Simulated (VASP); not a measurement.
Runs of VASP 6.6.1 on NaF. The structure is that of space group P6_3/mmc (No. 194), or close to it. The cells are those of the table. 

| level | cell | smearing | gap on the mesh (eV) | pressure (GPa) |
| --- | --- | --- | --- | --- |
| PBE | a = 4.093, b = 4.093, c = 4.469 Å, angles 90.0, 90.0, 120.0°, 4 atoms | fermi-dirac 0.02 eV | (a) | -0.4 |
| PBE | a = 4.071, b = 4.071, c = 4.551 Å, angles 90.0, 90.0, 120.0°, 4 atoms | fermi-dirac 0.02 eV | 5.38 | -1.0 |
| r2SCAN | a = 4.093, b = 4.093, c = 4.469 Å, angles 90.0, 90.0, 120.0°, 4 atoms | gaussian 0.01 eV | 6.08 | -3.0 |
| r2SCAN | a = 4.071, b = 4.071, c = 4.551 Å, angles 90.0, 90.0, 120.0°, 4 atoms | gaussian 0.01 eV | (b) | (c) |

Alike in all rows: task single point; potentials or basis VASP PAW PBE potentials, release 64 (Na_pv, F); no spin polarisation; k mesh 12 × 12 × 6; cutoff (eV) 520.

Fill in the values left out.

(a) 5.41; (b) 6.05; (c) -3.5.

Caveats: the PAW data sets were made with another functional, which shifts forces and pressure a little (some runs).

A k mesh can miss the band edges.
